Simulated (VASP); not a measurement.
# MgO (Cmcm) in VASP: single point with PBE

Aim: the single point of MgO with PBE.

Everything below comes from runs of VASP 6.6.1. Logs are shortened: lines on timing, memory, paths and dates and some standing lists are left out, and cuts for length are marked.

## (1) The cell of the first run

It takes space group Cmcm (No. 63, orthorhombic). The conventional cell has a = 4.254 Å, b = 4.254 Å, c = 4.254 Å, α = 90.00°, β = 90.00°, γ = 90.00°. Mg (site symmetry m2m) has 6 O at 2.11 to 2.15 Å within 2.8 Å. O (site symmetry m2m) has 6 Mg at 2.11 to 2.15 Å within 2.8 Å.

## (2) Single point, PBE (mode 4 (279.6 1/cm) frozen in, largest displacement +0.037 Å)

INCAR reads:

```
PREC = Accurate
ENCUT = 520
EDIFF = 1E-6
ISMEAR = 0
SIGMA = 0.05
LREAL = False
LASPH = True
NELM = 60
ALGO = Normal
ISIF = 2
LWAVE = False
LCHARG = False
GGA = PE
NBANDS = 16
```

KPOINTS reads:

```
regular mesh
0
Gamma
  8 8 6
```

POSCAR reads:

```
MgO
1.0
    0.0000000000     -2.1269229054     -2.1269229054
    0.0000000000      2.1269229054     -2.1269229054
    4.2538458108      0.0000000000      0.0000000000
Mg O
2 2
Direct
    0.4911844478      0.5088155522      0.5000000000
    0.0088155522     -0.0088155522      0.0000000000
    0.5043184594      0.4956815406      0.0000000000
   -0.0043184594      0.0043184594      0.5000000000
```

Potentials or basis: VASP PAW PBE potentials, release 64 (Mg, O).

The run is started by

```bash
$ cat potpaw_PBE.64/Mg/POTCAR potpaw_PBE.64/O/POTCAR > POTCAR
$ mpirun -np 1 vasp_std > vasp.out
```

OUTCAR:

```text
PREC = Accurate
   ENCUT = 520
   EDIFF = 1E-6
   ISMEAR = 0
   LREAL = False
   LASPH = True
   NELM = 60
   ISIF = 2
   GGA = PE

 ion  position               nearest neighbor table
   1  0.491  0.509  0.500-   4 2.11   4 2.13   4 2.13   3 2.13   3 2.13   4 2.15   2 2.96   2 2.96
                             2 3.01   2 3.01   2 3.01   2 3.01   2 3.06   2 3.06
   2  0.009  0.991  0.000-   3 2.11   3 2.13   3 2.13   4 2.13   4 2.13   3 2.15   1 2.96   1 2.96
                             1 3.01   1 3.01   1 3.01   1 3.01   1 3.06   1 3.06
   3  0.504  0.496  0.000-   2 2.11   2 2.13   2 2.13   1 2.13   1 2.13   2 2.15
   4  0.996  0.004  0.500-   1 2.11   1 2.13   1 2.13   2 2.13   2 2.13   1 2.15

  LATTYP: Found a simple tetragonal cell.
 ALAT       =     3.0079232189
 C/A-ratio  =     1.4142135624

  Lattice vectors:

 A1 = (   0.0000000000,  -2.1269229054,  -2.1269229054)
 A2 = (   0.0000000000,   2.1269229054,  -2.1269229054)
 A3 = (   4.2538458108,   0.0000000000,   0.0000000000)

Analysis of symmetry for initial positions (statically):
=====================================================================
 Subroutine PRICEL returns:
 Original cell was already a primitive cell.

 Routine SETGRP: Setting up the symmetry group for a
 simple tetragonal supercell.

 Subroutine GETGRP returns: Found  8 space group operations
 (whereof  4 operations were pure point group operations)
 out of a pool of 16 trial point group operations.

The static configuration has the point symmetry C_2v.
 The point group associated with its full space group is D_2h.

Analysis of symmetry for dynamics (positions and initial velocities):
=====================================================================
 Subroutine PRICEL returns:
 Original cell was already a primitive cell.

 Routine SETGRP: Setting up the symmetry group for a
 simple tetragonal supercell.

 Subroutine GETGRP returns: Found  8 space group operations
 (whereof  4 operations were pure point group operations)
 out of a pool of 16 trial point group operations.

The dynamic configuration has the point symmetry C_2v.
 The point group associated with its full space group is D_2h.

 Subroutine INISYM returns: Found  8 space group operations
 (whereof  4 operations are pure point group operations),
 and found     1 'primitive' translations

----------------------------------------------------------------------------------------

                                     Primitive cell

  volume of cell :      38.4871

  direct lattice vectors                    reciprocal lattice vectors
     0.000000000 -2.126922905 -2.126922905     0.000000000 -0.235081393 -0.235081393
     0.000000000  2.126922905 -2.126922905     0.000000000  0.235081393 -0.235081393
     4.253845811  0.000000000  0.000000000     0.235081393  0.000000000  0.000000000

  length of vectors
     3.007923219  3.007923219  4.253845811     0.332455295  0.332455295  0.235081393

  position of ions in fractional coordinates (direct lattice)
     0.491184448  0.508815552  0.500000000
     0.008815552  0.991184448  0.000000000
     0.504318459  0.495681541  0.000000000
     0.995681541  0.004318459  0.500000000

  ion indices of the primitive-cell ions
   primitive index   ion index
                 1           1
                 2           2
                 3           3
                 4           4

----------------------------------------------------------------------------------------

 KPOINTS: regular mesh

Automatic generation of k-mesh.
 Grid dimensions read from file:
 generate k-points for:    8    8    6

 Generating k-lattice:

  Cartesian coordinates                     Fractional coordinates (reciprocal lattice)
     0.000000000 -0.029385174 -0.029385174     0.125000000  0.000000000  0.000000000
     0.000000000  0.029385174 -0.029385174     0.000000000  0.125000000  0.000000000
     0.039180232  0.000000000  0.000000000     0.000000000  0.000000000  0.166666667

  Length of vectors
     0.041556912  0.041556912  0.039180232

  Shift w.r.t. Gamma in fractional coordinates (k-lattice)
     0.000000000  0.000000000  0.000000000

 Subroutine IBZKPT returns following result:
 ===========================================

 Found     84 irreducible k-points:

 Following reciprocal coordinates:
            Coordinates               Weight
  0.000000  0.000000  0.000000      1.000000
  0.125000  0.000000  0.000000      4.000000
  0.250000  0.000000  0.000000      4.000000
  0.375000  0.000000  0.000000      4.000000
  0.500000  0.000000  0.000000      2.000000
  0.125000  0.125000  0.000000      2.000000
[... 16 lines left out ...]
  0.125000  0.000000  0.166667      8.000000
  0.250000  0.000000  0.166667      8.000000
 [... further k-points ...]
   k-points           NKPTS =     84   k-points in BZ     NKDIM =     84   number of bands    NBANDS=     16
   number of dos      NEDOS =    301   number of ions     NIONS =      4
   total plane-waves  NPLWV =  18432
   dimension x,y,z NGX =    24 NGY =   24 NGZ =   32
   dimension x,y,z NGXF=    48 NGYF=   48 NGZF=   64
   ions per type =               2   2
   NGX,Y,Z   is equivalent  to a cutoff of  13.26, 13.26, 12.51 a.u.
   NGXF,Y,Z  is equivalent  to a cutoff of  26.53, 26.53, 25.01 a.u.
 SYSTEM =  unknown system
   PREC   = accura    normal or accurate (medium, high low for compatibility)
   ISTART =      0    job   : 0-new  1-cont  2-samecut
   ICHARG =      2    charge: 1-file 2-atom 10-const
   ISPIN  =      1    spin polarized calculation?
   LNONCOLLINEAR =      F non collinear calculations
   LSORBIT =      F    spin-orbit coupling
   LASPH  =      T    aspherical Exc in radial PAW
   ENCUT  =  520.0 eV  38.22 Ry    6.18 a.u.   5.59  5.59  7.91*2*pi/ulx,y,z
   NELM   =     60;   NELMIN=  2; NELMDL= -5     # of ELM steps
   EDIFF  = 0.1E-05   stopping-criterion for ELM
   LREAL  =      F    real-space projection
   EDIFFG = 0.1E-04   stopping-criterion for IOM
   NSW    =      0    number of steps for IOM
   IBRION =     -1    ionic relax: 0-MD 1-quasi-New 2-CG
   NFREE  =      0    steps in history (QN), initial steepest desc. (CG)
   ISIF   =      2    stress and relaxation
   ISYM   =      2    0-nonsym 1-usesym 2-fastsym
   POTIM  = 0.5000    time-step for ionic-motion
   TEBEG  =    0.0;   TEEND  =   0.0 temperature during run
   PSTRESS=    0.0 pullay stress
   NELECT =      16.0000    total number of electrons
   NUPDOWN=      -1.0000    fix difference up-down
   EMIN   =  10.00;   EMAX   =-10.00  energy-range for DOS
   EFERMI =   0.00;   METHOD = LEGACY
   ISMEAR =     0;   SIGMA  =   0.05  broadening in eV -4-tet -1-fermi 0-gaus
   EFERMI_NEDOS =   21; number of points for ismear=-14 and -15
   IALGO  =     38    algorithm
   IMIX   =      4    mixing-type and parameters
     AMIX     =   0.40;   BMIX     =  1.00
     AMIX_MAG =   1.60;   BMIX_MAG =  1.00
  volume/ion in A,a.u.               =       9.62        64.93
  Fermi-wavevector in a.u.,A,eV,Ry     =   1.221827  2.308918 20.311613  1.492861
  Thomas-Fermi vector in A             =   2.356996
   LORBIT       =      0    0 simple, 1 ext, 2 COOP (PROOUT), +10 PAW based schemes
   GGA     = PE    functional components
   LHFCALC =     F    Hartree Fock is set to
   AEXX    =    0.0000 exact exchange contribution
   IVDW    =     0    specifies the selected vdW correction
   LEPSILON=     F    determine dielectric tensor
   LRPA    =     F    only Hartree local field effects (RPA)
 non-spin polarized calculation
 Gauss-broadening in eV      SIGMA  =   0.05
  energy-cutoff  :      520.00
  volume of cell :       38.49
 maximum number of plane-waves:      1056
 NGX is ok and might be reduce to    24
   NGX = 11   NGY = 11   NGZ = 15

 number of electron      15.9999993 magnetization

 Free energy of the ion-electron system (eV)
  ---------------------------------------------------
  ext. energy  EPLUGINS =         0.00000000
  ---------------------------------------------------
  free energy    TOTEN  =       -23.81186847 eV

  energy without entropy =      -23.81186847  energy(sigma->0) =      -23.81186847

 E-fermi :   3.1719     XC(G=0): -10.9394

 val. band max:        2.9710143911   @ k =   0.0000   0.0000   0.0000
 cond. band min:       7.4089672883   @ k =   0.0000   0.0000   0.0000
 fundamental gap:      4.4379528972
 Fermi energy:         3.1718626207

 k-point     1 :       0.0000    0.0000    0.0000
  band No.  band energies     occupation
      1     -14.1451      2.00000
      2     -12.6859      2.00000
      3      -0.9939      2.00000
      4       1.6619      2.00000
      5       1.6623      2.00000
      6       2.9677      2.00000
[... 8 lines left out ...]
     15      18.6282      0.00000
     16      21.4872      0.00000

 k-point     2 :       0.1250    0.0000    0.0000
  band No.  band energies     occupation
      1     -14.0407      2.00000
      2     -12.6738      2.00000
      3      -0.8460      2.00000
      4       1.2235      2.00000
      5       1.7150      2.00000
      6       2.3286      2.00000
[... 8 lines left out ...]
     15      18.8722      0.00000
     16      21.1226      0.00000

 k-point     3 :       0.2500    0.0000    0.0000
  band No.  band energies     occupation
      1     -13.7546      2.00000
      2     -12.6718      2.00000
      3      -0.4176      2.00000
      4       0.3404      2.00000
      5       1.1288      2.00000
      6       1.8661      2.00000
[... 8 lines left out ...]
     15      19.6378      0.00000
     16      20.6858      0.00000

 k-point     4 :       0.3750    0.0000    0.0000
  band No.  band energies     occupation
      1     -13.3681      2.00000
      2     -12.7593      2.00000
      3      -0.3343      2.00000
      4       0.0975      2.00000
      5       0.2418      2.00000
      6       1.8326      2.00000
[... 8 lines left out ...]
     15      20.2032      0.00000
     16      20.5711      0.00000
[... 324 lines left out ...]
 k-point    22 :       0.0000    0.0000    0.1667
  band No.  band energies     occupation
      1     -14.0521      2.00000
      2     -12.7877      2.00000
      3      -0.8417      2.00000
      4       1.7362      2.00000
      5       1.7366      2.00000
      6       2.4482      2.00000
[... 8 lines left out ...]
     15      18.8401      0.00000
     16      21.3087      0.00000

 k-point    23 :       0.1250    0.0000    0.1667
  band No.  band energies     occupation
      1     -13.9517      2.00000
      2     -12.7669      2.00000
      3      -0.7547      2.00000
      4       1.3572      2.00000
      5       1.7833      2.00000
      6       1.8407      2.00000
[... 8 lines left out ...]
     15      19.0153      0.00000
     16      21.0462      0.00000

 k-point    24 :       0.2500    0.0000    0.1667
  band No.  band energies     occupation
      1     -13.6787      2.00000
      2     -12.7384      2.00000
      3      -0.6402      2.00000
      4       0.7170      2.00000
      5       0.7679      2.00000
      6       1.9214      2.00000
[... 8 lines left out ...]
     15      19.4616      0.00000
     16      20.4794      0.00000

 [... further k-points ...]
[... 5 lines left out ...]
  --------------------------------------------------------------------------------------
  -------------------------------------------------------------------------------------
  Total       -0.1646372     -0.1623676     -0.2033920      0.0000000      0.0000000      0.0000000
  in kB       -6.8536739     -6.7591922     -8.4669952      0.0000000      0.0000000      0.0000000
  external PRESSURE =      -7.3599538 kB  Pullay stress =       0.0000000 kB

 VOLUME and BASIS-vectors are now :
 -----------------------------------------------------------------------------
  energy-cutoff  :      520.00
  volume of cell :       38.49
      direct lattice vectors                 reciprocal lattice vectors
     0.000000000 -2.126922905 -2.126922905     0.000000000 -0.235081393 -0.235081393
     0.000000000  2.126922905 -2.126922905     0.000000000  0.235081393 -0.235081393
     4.253845811  0.000000000  0.000000000     0.235081393  0.000000000  0.000000000

 POSITION                                       TOTAL-FORCE (eV/Angst)
 -----------------------------------------------------------------------------------
      2.12692      0.03750     -2.12692         0.000000     -0.264224      0.000000
      0.00000      2.08942     -2.12692         0.000000      0.264224      0.000000
      0.00000     -0.01837     -2.12692         0.000000      0.084933      0.000000
      2.12692     -2.10855     -2.12692         0.000000     -0.084933      0.000000
 -----------------------------------------------------------------------------------
    total drift:                                0.000000     -0.000000     -0.000000

  FREE ENERGIE OF THE ION-ELECTRON SYSTEM (eV)
  ---------------------------------------------------
  free  energy   TOTEN  =       -23.8118684745 eV

  energy  without entropy=      -23.8118684745  energy(sigma->0) =      -23.81186847
```

Wall time 24 s (1 thread of Intel Xeon Platinum 8259CL at 2.50GHz (Skylake/Cascade Lake), shared host); peak memory 0.18 GiB.

Results:

```yaml
Free_energy: -23.8119 eV
Pressure: -0.7 GPa
Largest_force: 0.264 eV/Å
Band_gap_on_the_k_mesh: 4.44 eV
```

Forces on the atoms (eV/Å):
```
Mg   0.000 -0.264  0.000
Mg   0.000  0.264  0.000
O    0.000  0.085  0.000
O    0.000 -0.085  0.000
```

Stress tensor (GPa, compression positive):
```
-0.69  0.00  0.00
 0.00 -0.68  0.00
 0.00  0.00 -0.85
```

Caveat: the cell differs from its parent crystal (mode 4 (279.6 1/cm) frozen in, largest displacement +0.037 Å).
